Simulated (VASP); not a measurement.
Here is a VASP 6.6.1 calculation.

File INCAR:

```
PREC = Accurate ; ENCUT = 500
EDIFF = 1E-6 ; ISMEAR = 0
SIGMA = 0.1 ; LREAL = False
LASPH = True ; NELM = 120
ALGO = Normal ; ISIF = 2
LWAVE = False ; LCHARG = True
GGA = CA ; LELF = True
LVHAR = True ; NBANDS = 96
GGA_COMPAT = False
```

KPOINTS

```
Automatic mesh
0
Gamma
  4 4 4
```

File POSCAR:

```
Ge
1.0
    5.9372086600      0.0000000000      0.0000000000
    0.0000000000      5.9372086600      0.0000000000
    0.0000000000      0.0000000000      7.0806530000
Ge
12
Direct
    0.0856035700      0.0856035700      0.0000000000
    0.4143964300      0.5856035700      0.7500000000
    0.5856035700      0.4143964300      0.2500000000
    0.9143964300      0.9143964300      0.5000000000
    0.1694391000      0.3720959400      0.2454362400
    0.1279040600      0.6694391000      0.9954362400
    0.8720959400      0.3305609000      0.4954362400
    0.6694391000      0.1279040600      0.0045637600
    0.3305609000      0.8720959400      0.5045637600
    0.8305609000      0.6279040600      0.7454362400
    0.3720959400      0.1694391000      0.7545637600
    0.6279040600      0.8305609000      0.2545637600
```

Potentials or basis: VASP PAW LDA potentials, release 64 (Ge_d).

The run is started by

```sh
$ cat potpaw_LDA.64/Ge_d/POTCAR > POTCAR
$ mpirun -np 1 vasp_std > vasp.out
```

(1) Predict the band gap on the k mesh.

(2) What does it give for the largest force?

## Answers

(1) 0.90 eV (least direct gap 1.21 eV).

(2) 0.047 eV/Å.
